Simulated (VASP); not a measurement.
# TiN (Fm-3m) in VASP: a series of runs

Runs on TiN. Level: PBE. Tasks: single point.

All numbers are computed with VASP 6.6.1; they aren't measurements. Logs are shortened: lines on timing, memory, paths and dates and some standing lists are left out, and cuts for length are marked.

### 1 The cell of the first run

Symmetry: Fm-3m, No. 225, cubic system. The conventional cell has a = 4.410 Å, b = 4.410 Å, c = 4.410 Å, α = 90.00°, β = 90.00°, γ = 90.00°. Within 2.9 Å of Ti (site symmetry m-3m) lie 6 N at 2.21 Å. N (site symmetry m-3m) has 6 Ti at 2.21 Å within 2.9 Å.

### 2 Single point, PBE, collinear spin (10.72 Å³/atom)

File INCAR:

```
PREC = Accurate
ENCUT = 520
EDIFF = 1E-7
ISMEAR = 0
SIGMA = 0.15
LREAL = F
LASPH = T
NELM = 150
ALGO = Normal
ISIF = 2
LWAVE = F
LCHARG = F
ISPIN = 2
MAGMOM = 0.625 0
LORBIT = 11
NUPDOWN = 0.625
LMAXMIX = 4
GGA = PE
NBANDS = 20
```

File KPOINTS:

```
Automatic mesh
0
Gamma
  20 20 20
```

File POSCAR:

```
TiN
1.0
    0.0000000000      2.2050846580      2.2050846580
    2.2050846580      0.0000000000      2.2050846580
    2.2050846580      2.2050846580      0.0000000000
Ti N
1 1
Direct
    0.0000000000      0.0000000000      0.0000000000
    0.5000000000      0.5000000000      0.5000000000
```

Potentials or basis: VASP PAW PBE potentials, release 64 (Ti_sv, N).

Started as:

```bash
$ cat potpaw_PBE.64/Ti_sv/POTCAR potpaw_PBE.64/N/POTCAR > POTCAR
$ mpirun -np 1 vasp_std > vasp.out
```

OUTCAR:

```text
PREC = Accurate
   ENCUT = 520
   EDIFF = 1E-7
   ISMEAR = 0
   LREAL = F
   LASPH = T
   NELM = 150
   ISIF = 2
   ISPIN = 2
   LORBIT = 11
   NUPDOWN = 0.625
   GGA = PE

 ion  position               nearest neighbor table
   1  0.000  0.000  0.000-   2 2.21   2 2.21   2 2.21   2 2.21   2 2.21   2 2.21
   2  0.500  0.500  0.500-   1 2.21   1 2.21   1 2.21   1 2.21   1 2.21   1 2.21

  LATTYP: Found a face centered cubic cell.
 ALAT       =     4.4101693160

  Lattice vectors:

 A1 = (   0.0000000000,   2.2050846580,   2.2050846580)
 A2 = (   2.2050846580,   0.0000000000,   2.2050846580)
 A3 = (   2.2050846580,   2.2050846580,   0.0000000000)

Analysis of symmetry for initial positions (statically):
=====================================================================
 Subroutine PRICEL returns:
 Original cell was already a primitive cell.

 Routine SETGRP: Setting up the symmetry group for a
 face centered cubic supercell.

 Subroutine GETGRP returns: Found 48 space group operations
 (whereof 48 operations were pure point group operations)
 out of a pool of 48 trial point group operations.

The static configuration has the point symmetry O_h .

Analysis of symmetry for dynamics (positions and initial velocities):
=====================================================================
 Subroutine PRICEL returns:
 Original cell was already a primitive cell.

 Routine SETGRP: Setting up the symmetry group for a
 face centered cubic supercell.

 Subroutine GETGRP returns: Found 48 space group operations
 (whereof 48 operations were pure point group operations)
 out of a pool of 48 trial point group operations.

The dynamic configuration has the point symmetry O_h .

Analysis of structural, dynamic, and magnetic symmetry:
=====================================================================
 Subroutine PRICEL returns:
 Original cell was already a primitive cell.

 Routine SETGRP: Setting up the symmetry group for a
 face centered cubic supercell.

 Subroutine GETGRP returns: Found 48 space group operations
 (whereof 48 operations were pure point group operations)
 out of a pool of 48 trial point group operations.

The overall configuration has the point symmetry O_h .

 Subroutine INISYM returns: Found 48 space group operations
 (whereof 48 operations are pure point group operations),
 and found     1 'primitive' translations

----------------------------------------------------------------------------------------

                                     Primitive cell

  volume of cell :      21.4440

  direct lattice vectors                    reciprocal lattice vectors
     0.000000000  2.205084658  2.205084658    -0.226748664  0.226748664  0.226748664
     2.205084658  0.000000000  2.205084658     0.226748664 -0.226748664  0.226748664
     2.205084658  2.205084658  0.000000000     0.226748664  0.226748664 -0.226748664

  length of vectors
     3.118460630  3.118460630  3.118460630     0.392740206  0.392740206  0.392740206

  position of ions in fractional coordinates (direct lattice)
     0.000000000  0.000000000  0.000000000
     0.500000000  0.500000000  0.500000000

  ion indices of the primitive-cell ions
   primitive index   ion index
                 1           1
                 2           2

----------------------------------------------------------------------------------------

 KPOINTS: Automatic mesh

Automatic generation of k-mesh.
 Grid dimensions read from file:
 generate k-points for:   20   20   20

 Generating k-lattice:

  Cartesian coordinates                     Fractional coordinates (reciprocal lattice)
    -0.011337433  0.011337433  0.011337433     0.050000000  0.000000000  0.000000000
     0.011337433 -0.011337433  0.011337433     0.000000000  0.050000000  0.000000000
     0.011337433  0.011337433 -0.011337433     0.000000000  0.000000000  0.050000000

  Length of vectors
     0.019637010  0.019637010  0.019637010

  Shift w.r.t. Gamma in fractional coordinates (k-lattice)
     0.000000000  0.000000000  0.000000000

 Subroutine IBZKPT returns following result:
 ===========================================

 Found    256 irreducible k-points:

 Following reciprocal coordinates:
            Coordinates               Weight
  0.000000  0.000000  0.000000      1.000000
  0.050000  0.000000  0.000000      8.000000
  0.100000  0.000000  0.000000      8.000000
  0.150000  0.000000  0.000000      8.000000
  0.200000  0.000000  0.000000      8.000000
  0.250000  0.000000  0.000000      8.000000
[... 16 lines left out ...]
 -0.400000  0.050000  0.000000     24.000000
 -0.350000  0.050000  0.000000     24.000000
 [... further k-points ...]
   k-points           NKPTS =    256   k-points in BZ     NKDIM =    256   number of bands    NBANDS=     20
   number of dos      NEDOS =    301   number of ions     NIONS =      2
   total plane-waves  NPLWV =  13824
   dimension x,y,z NGX =    24 NGY =   24 NGZ =   24
   dimension x,y,z NGXF=    48 NGYF=   48 NGZF=   48
   ions per type =               1   1
   NGX,Y,Z   is equivalent  to a cutoff of  12.79, 12.79, 12.79 a.u.
   NGXF,Y,Z  is equivalent  to a cutoff of  25.59, 25.59, 25.59 a.u.
 SYSTEM =  unknown system
   PREC   = accura    normal or accurate (medium, high low for compatibility)
   ISTART =      0    job   : 0-new  1-cont  2-samecut
   ICHARG =      2    charge: 1-file 2-atom 10-const
   ISPIN  =      2    spin polarized calculation?
   LNONCOLLINEAR =      F non collinear calculations
   LSORBIT =      F    spin-orbit coupling
   LASPH  =      T    aspherical Exc in radial PAW
   ENCUT  =  520.0 eV  38.22 Ry    6.18 a.u.   5.80  5.80  5.80*2*pi/ulx,y,z
   NELM   =    150;   NELMIN=  2; NELMDL= -5     # of ELM steps
   EDIFF  = 0.1E-06   stopping-criterion for ELM
   LREAL  =      F    real-space projection
   EDIFFG = 0.1E-05   stopping-criterion for IOM
   NSW    =      0    number of steps for IOM
   IBRION =     -1    ionic relax: 0-MD 1-quasi-New 2-CG
   NFREE  =      0    steps in history (QN), initial steepest desc. (CG)
   ISIF   =      2    stress and relaxation
   ISYM   =      2    0-nonsym 1-usesym 2-fastsym
   POTIM  = 0.5000    time-step for ionic-motion
   TEBEG  =    0.0;   TEEND  =   0.0 temperature during run
   PSTRESS=    0.0 pullay stress
   NELECT =      17.0000    total number of electrons
   NUPDOWN=       0.6250    fix difference up-down
   EMIN   =  10.00;   EMAX   =-10.00  energy-range for DOS
   EFERMI =   0.00;   METHOD = LEGACY
   ISMEAR =     0;   SIGMA  =   0.15  broadening in eV -4-tet -1-fermi 0-gaus
   EFERMI_NEDOS =   21; number of points for ismear=-14 and -15
   IALGO  =     38    algorithm
   IMIX   =      4    mixing-type and parameters
     AMIX     =   0.40;   BMIX     =  1.00
     AMIX_MAG =   1.60;   BMIX_MAG =  1.00
  volume/ion in A,a.u.               =      10.72        72.36
  Fermi-wavevector in a.u.,A,eV,Ry     =   1.515151  2.863220 31.234651  2.295682
  Thomas-Fermi vector in A             =   2.624713
   LORBIT       =     11    0 simple, 1 ext, 2 COOP (PROOUT), +10 PAW based schemes
   GGA     = PE    functional components
   LHFCALC =     F    Hartree Fock is set to
   AEXX    =    0.0000 exact exchange contribution
   IVDW    =     0    specifies the selected vdW correction
   LEPSILON=     F    determine dielectric tensor
   LRPA    =     F    only Hartree local field effects (RPA)
 spin polarized calculation
 Gauss-broadening in eV      SIGMA  =   0.15
  energy-cutoff  :      520.00
  volume of cell :       21.44
 maximum number of plane-waves:       589
   NGX = 11   NGY = 11   NGZ = 11

 number of electron      16.9999998 magnetization       0.6250000

 Free energy of the ion-electron system (eV)
  ---------------------------------------------------
  ext. energy  EPLUGINS =         0.00000000
  ---------------------------------------------------
  free energy    TOTEN  =       -19.33627998 eV

  energy without entropy =      -19.32525058  energy(sigma->0) =      -19.33076528

 E-fermi :   9.3915     XC(G=0): -12.3719

 val. band max:       10.2204487276   @ k =   0.2000   0.1500   0.0500
 cond. band min:       9.4182495213   @ k =   0.3500   0.2500   0.1000
 fundamental gap:     -0.8021992063
 Fermi energy:        10.2252334428

 spin component 1

 k-point     1 :       0.0000    0.0000    0.0000
  band No.  band energies     occupation
      1     -48.2937      1.00000
      2     -24.3450      1.00000
      3     -24.3450      1.00000
      4     -24.3450      1.00000
      5      -6.4919      1.00000
      6       8.0360      1.00000
[... 12 lines left out ...]
     19      34.6260      0.00000
     20      34.6260      0.00000

 k-point     2 :       0.0500    0.0000    0.0000
  band No.  band energies     occupation
      1     -48.2923      1.00000
      2     -24.3555      1.00000
      3     -24.3460      1.00000
      4     -24.3460      1.00000
      5      -6.4516      1.00000
      6       7.7376      1.00000
[... 12 lines left out ...]
     19      33.5302      0.00000
     20      33.5302      0.00000

 k-point     3 :       0.1000    0.0000    0.0000
  band No.  band energies     occupation
      1     -48.2883      1.00000
      2     -24.3856      1.00000
      3     -24.3488      1.00000
      4     -24.3488      1.00000
      5      -6.3334      1.00000
      6       7.0970      1.00000
[... 12 lines left out ...]
     19      32.5676      0.00000
     20      32.5676      0.00000

 k-point     4 :       0.1500    0.0000    0.0000
  band No.  band energies     occupation
      1     -48.2821      1.00000
      2     -24.4322      1.00000
      3     -24.3532      1.00000
      4     -24.3532      1.00000
      5      -6.1439      1.00000
      6       6.3322      1.00000
[... 429 lines left out ...]
 k-point    23 :      -0.4000    0.0500    0.0000
  band No.  band energies     occupation
      1     -48.2401      1.00000
      2     -24.7262      1.00000
      3     -24.3916      1.00000
      4     -24.3804      1.00000
      5      -4.6584      1.00000
      6       2.8106      1.00000
[... 12 lines left out ...]
     19      32.3052      0.00000
     20      33.5643      0.00000

 k-point    24 :      -0.3500    0.0500    0.0000
  band No.  band energies     occupation
      1     -48.2457      1.00000
      2     -24.6876      1.00000
      3     -24.3891      1.00000
      4     -24.3750      1.00000
      5      -4.8901      1.00000
      6       3.2343      1.00000
[... 12 lines left out ...]
     19      31.5951      0.00000
     20      33.2631      0.00000

 [... further k-points ...]

 spin component 2

 k-point     1 :       0.0000    0.0000    0.0000
  band No.  band energies     occupation
      1     -47.8005      1.00000
      2     -23.8497      1.00000
      3     -23.8497      1.00000
      4     -23.8497      1.00000
      5      -6.3921      1.00000
      6       8.0772      1.00000
[... 12 lines left out ...]
     19      34.9960      0.00000
     20      34.9961      0.00000

 k-point     2 :       0.0500    0.0000    0.0000
  band No.  band energies     occupation
      1     -47.7991      1.00000
      2     -23.8603      1.00000
      3     -23.8507      1.00000
      4     -23.8507      1.00000
      5      -6.3523      1.00000
      6       7.8275      1.00000
[... 12 lines left out ...]
     19      33.8829      0.00000
     20      33.8829      0.00000

 k-point     3 :       0.1000    0.0000    0.0000
  band No.  band energies     occupation
      1     -47.7951      1.00000
      2     -23.8910      1.00000
      3     -23.8535      1.00000
      4     -23.8535      1.00000
      5      -6.2355      1.00000
      6       7.2375      1.00000
[... 12 lines left out ...]
     19      32.9080      0.00000
     20      32.9080      0.00000

 k-point     4 :       0.1500    0.0000    0.0000
  band No.  band energies     occupation
      1     -47.7888      1.00000
      2     -23.9384      1.00000
      3     -23.8578      1.00000
      4     -23.8578      1.00000
      5      -6.0484      1.00000
      6       6.5003      1.00000
[... 429 lines left out ...]
 k-point    23 :      -0.4000    0.0500    0.0000
  band No.  band energies     occupation
      1     -47.7466      1.00000
      2     -24.2368      1.00000
      3     -23.8960      1.00000
      4     -23.8846      1.00000
      5      -4.5913      1.00000
      6       3.0348      1.00000
[... 12 lines left out ...]
     19      32.5831      0.00000
     20      33.8719      0.00000

 k-point    24 :      -0.3500    0.0500    0.0000
  band No.  band energies     occupation
      1     -47.7522      1.00000
      2     -24.1977      1.00000
      3     -23.8935      1.00000
      4     -23.8792      1.00000
      5      -4.8171      1.00000
      6       3.4508      1.00000
[... 12 lines left out ...]
     19      31.8833      0.00000
     20      33.5529      0.00000

 [... further k-points ...]

------------------------ aborting loop because EDIFF is reached ----------------------------------------

  FORCE on cell =-STRESS in cart. coord.  units (eV):
  Direction    XX          YY          ZZ          XY          YZ          ZX
  --------------------------------------------------------------------------------------
  -------------------------------------------------------------------------------------
  Total       -2.9153526     -2.9153526     -2.9153526      0.0000000      0.0000000      0.0000000
  in kB     -217.8190592   -217.8190592   -217.8190592      0.0000000      0.0000000      0.0000000
  external PRESSURE =    -217.8190592 kB  Pullay stress =       0.0000000 kB

 VOLUME and BASIS-vectors are now :
 -----------------------------------------------------------------------------
  energy-cutoff  :      520.00
  volume of cell :       21.44
      direct lattice vectors                 reciprocal lattice vectors
     0.000000000  2.205084658  2.205084658    -0.226748664  0.226748664  0.226748664
     2.205084658  0.000000000  2.205084658     0.226748664 -0.226748664  0.226748664
     2.205084658  2.205084658  0.000000000     0.226748664  0.226748664 -0.226748664

 POSITION                                       TOTAL-FORCE (eV/Angst)
 -----------------------------------------------------------------------------------
      0.00000      0.00000      0.00000         0.000000      0.000000     -0.000000
      2.20508      2.20508      2.20508         0.000000      0.000000      0.000000
 -----------------------------------------------------------------------------------
    total drift:                                0.000000     -0.000000     -0.000000

  FREE ENERGIE OF THE ION-ELECTRON SYSTEM (eV)
  ---------------------------------------------------
  free  energy   TOTEN  =       -19.3362799778 eV

  energy  without entropy=      -19.3252505797  energy(sigma->0) =      -19.33076528

 total charge

# of ion       s       p       d       tot
------------------------------------------
    1        2.160   6.170   1.861  10.191
    2        1.240   2.438   0.000   3.678
--------------------------------------------------
tot          3.401   8.608   1.861  13.869

 magnetization (x)

# of ion       s       p       d       tot
------------------------------------------
    1        0.004   0.003   0.488   0.496
    2       -0.000   0.014   0.000   0.014
--------------------------------------------------
tot          0.004   0.017   0.488   0.509
```

Wall time 7.5 min (1 thread of AMD EPYC 7R43 (Zen 3), shared host); peak memory 0.24 GiB.

What came out:

| Quantity | Value |
| --- | --- |
| Free energy | -19.3363 eV |
| Pressure | -21.8 GPa |
| Net moment | 0.62 μB per cell |
| Site moments | Ti +0.50; N +0.01 μB |
| Valence electrons inside the program's atomic spheres | Ti 10.19; N 3.68 |

Caveat: the cell stands under tension; the total moment is fixed, so each spin has its own Fermi level and the state may be an excited one.

(Continued in part 2 of 2.)
